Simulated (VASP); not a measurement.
# Al (I4_1/amd) in VASP: relaxation of cell and atoms with RPBE

Aim: the relaxation of cell and atoms of Al with RPBE.

Program: VASP 6.6.1. These are calculated values, not measurements. Logs are shortened: lines on timing, memory, paths and dates and some standing lists are left out, and cuts for length are marked.

## (1) The cell of the first run

Symmetry: I4_1/amd, No. 141, tetragonal system. Conventional cell: a = 5.036 Å, b = 5.036 Å, c = 2.750 Å, α = 90.00°, β = 90.00°, γ = 90.00°. Al (site symmetry -4m2) has 10 Al at 2.61 to 3.25 Å within 3.4 Å.

## (2) Relaxation of cell and atoms, RPBE

INCAR reads:

```
PREC = Accurate
ENCUT = 600
EDIFF = 1E-6
ISMEAR = -1
SIGMA = 0.1
LREAL = F
LASPH = T
NELM = 80
ALGO = Normal
ISIF = 3
LWAVE = F
LCHARG = F
GGA = RP
IBRION = 2
NSW = 80
EDIFFG = -0.01
ISYM = 0
```

KPOINTS reads:

```
regular mesh
0
Gamma
  13 13 9
```

POSCAR reads:

```
Al
1.0
   -2.5179409410      2.5179409410      1.3747957538
    2.5179409410     -2.5179409410      1.3747957538
    2.5179409410      2.5179409410     -1.3747957538
Al
2
Direct
    0.0000000000      0.0000000000      0.0000000000
    0.7500000000      0.2500000000      0.5000000000
```

Potentials or basis: VASP PAW PBE potentials, release 64 (Al).

The run is started by

```
> cat potpaw_PBE.64/Al/POTCAR > POTCAR
> mpirun -np 1 vasp_std > vasp.out
```

OUTCAR:

```text
PREC = Accurate
   ENCUT = 600
   EDIFF = 1E-6
   ISMEAR = -1
   LREAL = F
   LASPH = T
   NELM = 80
   ISIF = 3
   GGA = RP
   IBRION = 2
   NSW = 80
   EDIFFG = -0.01
   ISYM = 0

 ion  position               nearest neighbor table
   1  0.000  0.000  0.000-   2 2.61   2 2.61   2 2.61   2 2.61   2 3.25   2 3.25   2 3.25   2 3.25

   2  0.750  0.250  0.500-   1 2.61   1 2.61   1 2.61   1 2.61   1 3.25   1 3.25   1 3.25   1 3.25

IMPORTANT INFORMATION: All symmetrisations will be switched off!
NOSYMM: (Re-)initialisation of all symmetry stuff for point group C_1.

----------------------------------------------------------------------------------------

                                     Primitive cell

  volume of cell :      34.8650

  direct lattice vectors                    reciprocal lattice vectors
    -2.517940941  2.517940941  1.374795754     0.000000000  0.198574951  0.363690387
     2.517940941 -2.517940941  1.374795754     0.198574951  0.000000000  0.363690387
     2.517940941  2.517940941 -1.374795754     0.198574951  0.198574951  0.000000000

  length of vectors
     3.817082201  3.817082201  3.817082201     0.414370256  0.414370256  0.280827389

  position of ions in fractional coordinates (direct lattice)
     0.000000000  0.000000000  0.000000000
     0.750000000  0.250000000  0.500000000

  ion indices of the primitive-cell ions
   primitive index   ion index
                 1           1
                 2           2

----------------------------------------------------------------------------------------

 KPOINTS: regular mesh

Automatic generation of k-mesh.
 Grid dimensions read from file:
 generate k-points for:   13   13    9

 Generating k-lattice:

  Cartesian coordinates                     Fractional coordinates (reciprocal lattice)
     0.000000000  0.015274996  0.027976184     0.076923077 -0.000000000  0.000000000
     0.015274996  0.000000000  0.027976184    -0.000000000  0.076923077  0.000000000
     0.022063883  0.022063883  0.000000000     0.000000000  0.000000000  0.111111111

  Length of vectors
     0.031874635  0.031874635  0.031203043

  Shift w.r.t. Gamma in fractional coordinates (k-lattice)
     0.000000000  0.000000000  0.000000000

 -----------------------------------------------------------------------------
|                                                                             |
|           W    W    AA    RRRRR   N    N  II  N    N   GGGG   !!!           |
|           W    W   A  A   R    R  NN   N  II  NN   N  G    G  !!!           |
[... 98 lines left out ...]
   LRPA    =     F    only Hartree local field effects (RPA)
 conjugate gradient relaxation of ions
 non-spin polarized calculation
  energy-cutoff  :      600.00
  volume of cell :       34.86
 maximum number of plane-waves:      1196
   NGX = 15   NGY = 15   NGZ = 15

--------------------------------------- Ionic step        1  -------------------------------------------

 number of electron       6.0000000 magnetization

 Free energy of the ion-electron system (eV)
  ---------------------------------------------------
  ext. energy  EPLUGINS =         0.00000000
  ---------------------------------------------------
  free energy    TOTEN  =        -6.34688131 eV

  energy without entropy =       -6.31526854  energy(sigma->0) =       -6.33107492

------------------------ aborting loop because EDIFF is reached ----------------------------------------

  FORCE on cell =-STRESS in cart. coord.  units (eV):
  Direction    XX          YY          ZZ          XY          YZ          ZX
  --------------------------------------------------------------------------------------
  -------------------------------------------------------------------------------------
  Total        2.4392537      2.4392538      0.8828483     -0.0218361     -0.0897141     -0.0897141
  in kB      112.0929490    112.0929553     40.5702247     -1.0034511     -4.1227010     -4.1227026
  external PRESSURE =      88.2520430 kB  Pullay stress =       0.0000000 kB
[... 89 lines left out ...]
  FREE ENERGIE OF THE ION-ELECTRON SYSTEM (eV)
  ---------------------------------------------------
  free  energy   TOTEN  =        -6.4713099544 eV

  energy  without entropy=       -6.4381539987  energy(sigma->0) =       -6.45473198

[... ionic steps 4 to 39 ...]

--------------------------------------- Ionic step       40  -------------------------------------------

 number of electron       6.0000000 magnetization

------------------------ aborting loop because EDIFF is reached ----------------------------------------
[... 67 lines left out ...]
--------------------------------------- Ionic step       42  -------------------------------------------

 number of electron       6.0000000 magnetization

 Free energy of the ion-electron system (eV)
  ---------------------------------------------------
  ext. energy  EPLUGINS =         0.00000000
  ---------------------------------------------------
  free energy    TOTEN  =        -6.86876924 eV

  energy without entropy =       -6.84200233  energy(sigma->0) =       -6.85538578

 E-fermi :   7.1694     XC(G=0):  -9.8004

 val. band max:        7.1647097809   @ k =  -0.1538   0.0000   0.4444
 cond. band min:       7.1730456212   @ k =   0.3077   0.1538   0.4444
 fundamental gap:      0.0083358404
 Fermi energy:         7.1694130070

 k-point     1 :       0.0000    0.0000    0.0000
  band No.  band energies     occupation
      1      -3.4288      2.00000
      2       3.7288      2.00000
      3       4.5079      2.00000
      4      12.8285      0.00000
      5      13.1727      0.00000
      6      14.9902      0.00000
      7      16.1744      0.00000
[... 221 lines left out ...]
 k-point    24 :       0.2308    0.1538    0.0000
  band No.  band energies     occupation
      1       1.7568      2.00000
      2       5.5577      2.00000
      3       7.4717      0.09284
      4       7.7702      0.00491
      5       9.1123      0.00000
      6       9.7851      0.00000
      7      11.0650      0.00000

 [... further k-points ...]

------------------------ aborting loop because EDIFF is reached ----------------------------------------

  FORCE on cell =-STRESS in cart. coord.  units (eV):
  Direction    XX          YY          ZZ          XY          YZ          ZX
  --------------------------------------------------------------------------------------
  -------------------------------------------------------------------------------------
  Total       -0.0004749     -0.0004734     -0.0073108      0.0017689     -0.0009206     -0.0009165
  in kB       -0.0211548     -0.0210905     -0.3257010      0.0788038     -0.0410143     -0.0408326
  external PRESSURE =      -0.1226488 kB  Pullay stress =       0.0000000 kB
[... 17 lines left out ...]
  FREE ENERGIE OF THE ION-ELECTRON SYSTEM (eV)
  ---------------------------------------------------
  free  energy   TOTEN  =        -6.8687692370 eV

  energy  without entropy=       -6.8420023320  energy(sigma->0) =       -6.85538578

 reached required accuracy - stopping structural energy minimisation
```

OSZICAR:

```text
N       E                     dE             d eps       ncg     rms          rms(c)
DAV:   1     0.177184615009E+01    0.17718E+01   -0.23763E+03 10668   0.707E+02
DAV:   2    -0.627980052439E+01   -0.80516E+01   -0.76174E+01 13944   0.548E+01
DAV:   3    -0.636646868255E+01   -0.86668E-01   -0.82915E-01 15715   0.663E+00
[... 277 lines left out ...]
       N       E                     dE             d eps       ncg     rms          rms(c)
DAV:   1    -0.686881611414E+01   -0.12631E-03   -0.37247E-03 16184   0.331E-01    0.312E-02
DAV:   2    -0.686878199568E+01    0.34118E-04   -0.10373E-04 12880   0.722E-02    0.174E-02
DAV:   3    -0.686876964432E+01    0.12351E-04   -0.36877E-05 15540   0.299E-02    0.375E-03
DAV:   4    -0.686876923695E+01    0.40737E-06   -0.35753E-06 11711   0.124E-02
  42 F= -.68687692E+01 E0= -.68553858E+01  d E =-.208668E-03
```

Run time: 26 min. Hardware: 1 thread of Intel Xeon 6975P-C (Granite Rapids), shared host; peak memory 0.34 GiB.

Results:

```yaml
Free_energy: -6.8688 eV
Relaxed_volume: 17.98 Å³/atom
Relaxed_cell: a = 4.622 Å, b = 4.622 Å, c = 4.020 Å, α = 102.21°, β = 102.21°, γ = 144.48°
Space_group_after_relaxing_to_0.1_Å: Cmcm (No. 63)
Energy_gained_by_relaxing: 260.9 meV/atom
Ionic_steps: 42
Pressure_after_relaxing: 0.0 GPa
Band_gap_on_the_k_mesh: zero (bands 3 and 4 overlap by 8.29 eV)
```

Step by step:
```
step  energy change (eV)  largest force (eV/Å)  pressure (GPa)  volume (Å³)
   1              0.0000                0.0057            8.83        34.86
   3             -0.1244                0.0248           -0.31        39.23
   5             -0.1278                0.0396           -0.23        39.16
   7             -0.1308                0.0671            0.05        38.97
   9             -0.1671                0.1842            0.29        38.61
  11             -0.2279                0.5616            4.97        35.80
  13             -0.2880                0.0960            2.11        36.86
  15             -0.2896                0.0767            1.89        36.98
  17             -0.2907                0.1338            1.65        37.09
  19             -0.2955                0.1254            1.16        37.34
  21             -0.3093                0.0894           -0.90        38.51
  23             -0.3116                0.0668           -1.95        39.17
  25             -0.3248                0.0533           -2.38        39.38
  27             -0.3700                0.0764           -4.30        40.21
  29             -0.4364                0.1502           -3.01        38.59
  31             -0.5025                0.3447            2.26        34.87
  33             -0.5065                0.3072            1.24        35.37
  35             -0.5150                0.1801            1.08        35.38
  37             -0.5202                0.0706           -0.52        36.21
  39             -0.5212                0.0343           -0.24        36.07
  41             -0.5218                0.0119            0.03        35.94
  42             -0.5219                0.0016           -0.01        35.96
```

Final structure:
```cif
data_structure
_symmetry_space_group_name_H-M 'P 1'
_symmetry_Int_Tables_number 1
_cell_length_a 4.6217
_cell_length_b 4.6217
_cell_length_c 4.0202
_cell_angle_alpha 102.208
_cell_angle_beta 102.208
_cell_angle_gamma 144.476
_cell_volume 35.96
loop_
_atom_site_label
_atom_site_type_symbol
_atom_site_fract_x
_atom_site_fract_y
_atom_site_fract_z
_atom_site_occupancy
Al1 Al 0.98951 0.01049 0.00000 1
Al2 Al 0.76049 0.23951 0.50000 1
```

Levels at points of the mesh, in eV from the Fermi level:
```
           k point  band 1  band 2  band 3  band 4  band 5  band 6  band 7
(0.00, 0.00, 0.00)  -10.60   -3.44   -2.66    5.66    6.00    7.82    9.00
```

Caveat: a cell axis changed by over 15 % at a fixed basis, so the end point is rough; the PAW data sets were made with another functional, which shifts forces and pressure a little.
